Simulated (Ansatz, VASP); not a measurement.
**Cu: VASP beside Ansatz**

File INCAR:

```
SYSTEM = Cu
PREC     = Accurate       ! precision mode
ENCUT    = 520            ! plane-wave cutoff, eV
EDIFF    = 1E-6           ! SCF threshold, eV
ISMEAR   = 0              ! smearing method
SIGMA    = 0.05           ! smearing width, eV
LREAL    = .False.        ! projectors in reciprocal space
LASPH    = .True.         ! aspherical terms in the spheres
NELM     = 80             ! most SCF steps
ALGO     = Normal         ! electronic algorithm
ISIF     = 2              ! what is computed and relaxed
LWAVE    = .False.        ! write WAVECAR
LCHARG   = .False.        ! write CHGCAR
GGA      = PS             ! functional
NBANDS   = 12             ! bands
```

Contents of KPOINTS:

```
Automatic mesh
0
Gamma
  20 20 20
  0 0 0
```

The input POSCAR:

```
Cu
1.0
    0.0000000000      1.7818776702      1.7818776702
    1.7818776702      0.0000000000      1.7818776702
    1.7818776702      1.7818776702      0.0000000000
Cu
1
Direct
    0.0000000000      0.0000000000      0.0000000000
```

Input for Ansatz:

```yaml
crystal:
  lattice:
    - [0.0, 1.7818776702, 1.7818776702]
    - [1.7818776702, 0.0, 1.7818776702]
    - [1.7818776702, 1.7818776702, 0.0]
  atoms:
    - { symbol: Cu, position: [0.0, 0.0, 0.0] }
basis:
  ecutwfc: 420
  ecutrho_ratio: 4
kpoints:
  mp_grid: { grid: [20, 20, 20] }
hamiltonian:
  xc: pbesol
scf:
  occupations: { method: gaussian, width: 0.05 }
output:
  forces: true
  stress: true
  eigenvalues: true
```

Alike in both runs: task single point; functional PBEsol; k mesh 20 × 20 × 20; occupations gaussian, width 0.05 eV; no spin polarisation.

|  | VASP | Ansatz |
| --- | --- | --- |
| version | VASP 6.6.1 | Ansatz 0.2.0 |
| potentials or method | VASP PAW PBE potentials, release 64 (Cu), cutoff 520 eV | scalar-relativistic, plane waves, PAW |
| valence electrons in the cell | 11 | 19 |

|  | VASP | Ansatz | Ansatz less VASP |
| --- | --- | --- | --- |
| pressure (GPa) | 0.7 | 0.0 | -0.70 |

VASP's potentials were made for PBE, not for PBEsol. The functional is the same, so the differences come from potentials, cutoffs and numerics. VASP's potentials hold 11 valence electrons a cell and Ansatz's 19, so a difference there can come from the potentials and not from the codes.
